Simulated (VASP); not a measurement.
Wanted: the native input for a VASP 6.6.1 run.

```yaml
Task: relaxation of cell and atoms
Functional: PBE
Potentials_or_basis: VASP PAW PBE potentials, release 64 (Be)
Cutoff: 600 eV
k_mesh: 27 × 27 × 16
Occupations: gaussian, width 0.1 eV
Spin: no spin polarisation
Dipole_correction: no
Further_INCAR_settings: ALGO = Normal; EDIFF = 1e-07; IBRION = 2; EDIFFG = -0.01; NSW = 100; ISIF = 3
```

The structure of Be lies in POSCAR:

```
Be
1.0
    2.2619748670      0.0000000000      0.0000000000
   -1.1309874335      1.9589276976      0.0000000000
    0.0000000000      0.0000000000      3.5680556417
Be
2
Direct
    0.3333333333      0.6666666667      0.2500000000
    0.6666666667      0.3333333333      0.7500000000
```

The input as run:

INCAR

```
SYSTEM = Be
PREC = Accurate ; ENCUT = 600
EDIFF = 1E-7 ; ISMEAR = 0
SIGMA = 0.1 ; LREAL = .False.
LASPH = .True. ; NELM = 80
ALGO = Normal ; ISIF = 3
LWAVE = .False. ; LCHARG = .False.
GGA = PE ; IBRION = 2
NSW = 100 ; EDIFFG = -0.01
```

KPOINTS

```
Automatic mesh
0
Gamma
  27 27 16
  0 0 0
```

Potentials or basis: VASP PAW PBE potentials, release 64 (Be).

Run with:

```console
$ cat potpaw_PBE.64/Be/POTCAR > POTCAR
$ mpirun -np 1 vasp_std > vasp.out
```

Results of the run:

| Item | Value |
| --- | --- |
| Relaxed volume | 7.92 Å³/atom |
| Relaxed cell | a = 2.265 Å, b = 2.265 Å, c = 3.563 Å, α = 90.00°, β = 90.00°, γ = 120.00° |
| Space group after relaxing (to 0.05 Å) | P6_3/mmc (No. 194) |
| Energy gained by relaxing | 0.1 meV/atom |
| Ionic steps | 2 |
| Pressure after relaxing | 0.1 GPa |
| Band gap on the k mesh | zero (band 2 reaches 8.06 eV, above the bottom of band 3 at 5.92 eV) |

It took 110 s on 1 thread of Intel Xeon 8259CL (shared host), peak memory 0.19 GiB.
